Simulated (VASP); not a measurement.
Wanted: the native input for a VASP 6.6.1 run.

```yaml
Task: relaxation of cell and atoms
Functional: PBE
Potentials_or_basis: VASP PAW PBE potentials, release 64 (Ti_sv)
Cutoff: 600 eV
k_mesh: 26 × 26 × 26
Occupations: gaussian, width 0.1 eV
Spin: no spin polarisation
Dipole_correction: no
Further_INCAR_settings: ALGO = Normal; EDIFF = 1e-07; IBRION = 2; EDIFFG = -0.01; NSW = 100; ISIF = 3
```

The structure of Ti lies in POSCAR:

```
Ti
1.0
   -1.4593301235      1.4593301235      2.0409355712
    1.4593301235     -1.4593301235      2.0409355712
    1.4593301235      1.4593301235     -2.0409355712
Ti
1
Direct
    0.5000000000      0.5000000000      0.0000000000
```

These files were run (other wordings do the same):

INCAR

```
ALGO = Normal
EDIFF = 1E-7
EDIFFG = -0.01
ENCUT = 600
GGA = PE
IBRION = 2
ISIF = 3
ISMEAR = 0
LASPH = True
LCHARG = False
LREAL = False
LWAVE = False
NELM = 100
NSW = 100
PREC = Accurate
SIGMA = 0.1
```

KPOINTS

```
k-points
0
Gamma
  26 26 26
```

Potentials or basis: VASP PAW PBE potentials, release 64 (Ti_sv).

Launch:

```sh
$ cat potpaw_PBE.64/Ti_sv/POTCAR > POTCAR
$ mpirun -np 1 vasp_std > vasp.out
```

Results of the run:

The relaxed volume is 17.33 Å³/atom and the relaxed cell is a = 2.905 Å, b = 2.905 Å, c = 2.905 Å, α = 120.00°, β = 120.00°, γ = 90.00°. The space group after relaxing (to 0.1 Å) is Fm-3m (No. 225). The energy gained by relaxing is 0.2 meV/atom and the ionic steps are 5. The pressure after relaxing is 0.0 GPa and the band gap on the k mesh is zero (bands 6 and 7 overlap by 1.37 eV).

Wall time 3.6 min on 1 thread of Intel(R) Xeon(R) 6975P-C (Granite Rapids), on a shared host, peak memory 0.41 GiB.
